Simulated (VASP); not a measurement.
**Fe3W: single point with LDA**

Crystal: Fe3W.

```
Fe W
1.0
     3.63358    0.00000    0.00000
     0.00000    3.63358    0.00000
     0.00000    0.00000    3.63358
Fe W
3 1
Direct
  0.00000 0.50000 0.50000
  0.50000 0.00000 0.50000
  0.50000 0.50000 0.00000
  0.00000 0.00000 0.00000
```

| Property | Result |
| --- | --- |
| Program | VASP 6.6.1 |
| Task | single point |
| Functional | LDA |
| Potentials or basis | VASP PAW LDA potentials, release 64 (Fe, W_sv) |
| Cutoff | 520 eV |
| k mesh | 6 × 6 × 6 |
| Occupations | fermi-dirac, width 0.05 eV |
| Spin | collinear spin, ferromagnetic start |
| Starting moments | [3.5, 3.5, 3.5, 0.0] μB |

```yaml
Pressure: -21.9 GPa
Net_moment: 1.51 μB per cell
Site_moments: Fe +0.55; W -0.17 μB
Valence_electrons_inside_the_program's_atomic_spheres: Fe 7.44; W 12.08
```

Levels at points of the mesh, in eV from the Fermi level:
Spin up:
| k point | band 16 | band 17 | band 18 | band 19 | band 20 | band 21 | band 22 | band 23 | band 24 | band 25 |
| --- | --- | --- | --- | --- | --- | --- | --- | --- | --- | --- |
| (0.00, 0.00, 0.00) | -0.18 | 0.48 | 0.84 | 0.84 | 0.84 | 2.32 | 2.32 | 3.15 | 3.15 | 3.15 |
| (0.50, 0.00, 0.00) | -0.90 | -0.60 | -0.57 | -0.57 | 0.04 | 0.46 | 0.46 | 0.84 | 1.50 | 1.52 |
| (0.50, 0.50, 0.00) | -2.05 | -0.96 | -0.92 | -0.92 | -0.42 | -0.27 | 1.08 | 1.08 | 1.37 | 2.27 |
| (0.50, 0.50, 0.50) | -1.51 | -0.04 | 0.57 | 0.57 | 0.57 | 0.68 | 0.68 | 0.68 | 2.03 | 2.03 |
Spin down:
```
           k point  band 14  band 15  band 16  band 17  band 18  band 19  band 20  band 21  band 22  band 23
(0.00, 0.00, 0.00)    -1.12     0.48     0.48     1.07     1.29     1.29     1.29     2.69     2.69     3.23
(0.50, 0.00, 0.00)    -1.86    -0.66    -0.35    -0.15    -0.15    -0.04     0.65     0.65     0.73     1.29
(0.50, 0.50, 0.00)    -1.73    -1.70    -1.60    -0.43    -0.27    -0.27     0.01     0.15     1.25     1.25
(0.50, 0.50, 0.50)    -1.05    -1.05    -1.05     0.09     0.72     0.72     0.72     1.08     1.08     1.08
```

It took 99 s on 1 thread of Intel Xeon 8259CL, on a shared host, peak memory 0.18 GiB.

Caveat: the cell stands under tension; spin-orbit coupling is left out, which moves the levels of the heavy elements.
